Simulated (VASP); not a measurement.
**Cr2O3: single point with PBE**

Cr2O3:

```
CELL_PARAMETERS angstrom
2.42641 1.40089 4.28740
-2.42641 1.40089 4.28740
0.00000 -2.80178 4.28740
ATOMIC_POSITIONS crystal
Cr 0.35171 0.35171 0.35171
Cr 0.14829 0.14829 0.14829
Cr 0.64829 0.64829 0.64829
Cr 0.85171 0.85171 0.85171
O 0.55290 0.94710 0.25000
O 0.25000 0.55290 0.94710
O 0.94710 0.25000 0.55290
O 0.44710 0.05290 0.75000
O 0.75000 0.44710 0.05290
O 0.05290 0.75000 0.44710
```

```
Program                : VASP 6.6.1
Task                   : single point
Functional             : PBE
Potentials or basis    : VASP PAW PBE potentials, release 64 (Cr_pv, O)
Cutoff                 : 520 eV
k mesh                 : 6 × 6 × 6
Occupations            : gaussian, width 0.02 eV
Spin                   : collinear spin, ferromagnetic start
Starting moments       : [2.68, 2.68, 2.68, 2.68, 0.0, 0.0, 0.0, 0.0, 0.0, 0.0] μB
Dipole correction      : no
Further INCAR settings : ALGO = Normal; EDIFF = 1e-07; NBANDS = 57
```

```yaml
Pressure: 37.7 GPa
Largest_force: 0.016 eV/Å
Band_gap_on_the_k_mesh: 0.36 eV (least direct gap 0.63 eV)
Net_moment: 12.00 μB per cell
Site_moments: Cr +2.84; O +0.02 μB
Valence_electrons_inside_the_program's_atomic_spheres: Cr 10.98; O 5.12
```

Forces in eV/Å, atoms in the order of the input:
```
Cr   0.000  0.000  0.016
Cr   0.000  0.000 -0.016
Cr   0.000  0.000 -0.016
Cr   0.000  0.000  0.016
O    0.012  0.000  0.000
O   -0.006  0.010  0.000
O   -0.006 -0.010  0.000
O   -0.012  0.000  0.000
O    0.006 -0.010  0.000
O    0.006  0.010  0.000
```

Stress tensor (GPa, compression positive):
```
37.78  0.00  0.00
 0.00 37.78  0.00
 0.00  0.00 37.58
```

Levels at points of the mesh, in eV from the valence-band top:
Spin up:
```
           k point  band 44  band 45  band 46  band 47  band 48  band 49  band 50  band 51  band 52  band 53
(0.00, 0.00, 0.00)    -1.19    -0.31    -0.26    -0.26     0.00     1.55     1.55     1.57     1.57     2.95
(0.50, 0.00, 0.00)    -0.84    -0.65    -0.65    -0.55    -0.55     1.94     1.94     2.26     2.26     2.40
(0.50, 0.50, 0.00)    -0.92    -0.65    -0.41    -0.30    -0.29     1.34     1.56     1.70     2.18     2.40
(0.50, 0.50, 0.50)    -0.83    -0.83    -0.83    -0.77    -0.77     2.03     2.03     2.03     2.03     2.69
```
Spin down:
```tsv
k point	band 32	band 33	band 34	band 35	band 36	band 37	band 38	band 39	band 40	band 41
(0.00, 0.00, 0.00)	-4.42	-4.40	-3.47	-3.47	-3.22	0.66	1.07	1.07	1.63	1.63
(0.50, 0.00, 0.00)	-4.63	-4.58	-4.58	-3.55	-3.55	0.59	0.59	1.57	1.57	2.05
(0.50, 0.50, 0.00)	-4.48	-4.33	-4.24	-4.01	-3.62	0.67	0.88	1.03	1.23	1.65
(0.50, 0.50, 0.50)	-4.38	-4.18	-4.18	-4.18	-4.18	1.62	1.62	1.62	1.62	1.87
```

Run time: 12 min on 1 thread of Intel Xeon 8259CL, with other jobs on the host, peak memory 0.42 GiB.

Caveat: the cell stands under pressure; semilocal functionals underestimate gaps, and a narrow one can read as zero; the run started ferromagnetic, and an antiferromagnetic order may lie lower in energy. A k mesh can miss the band edges.
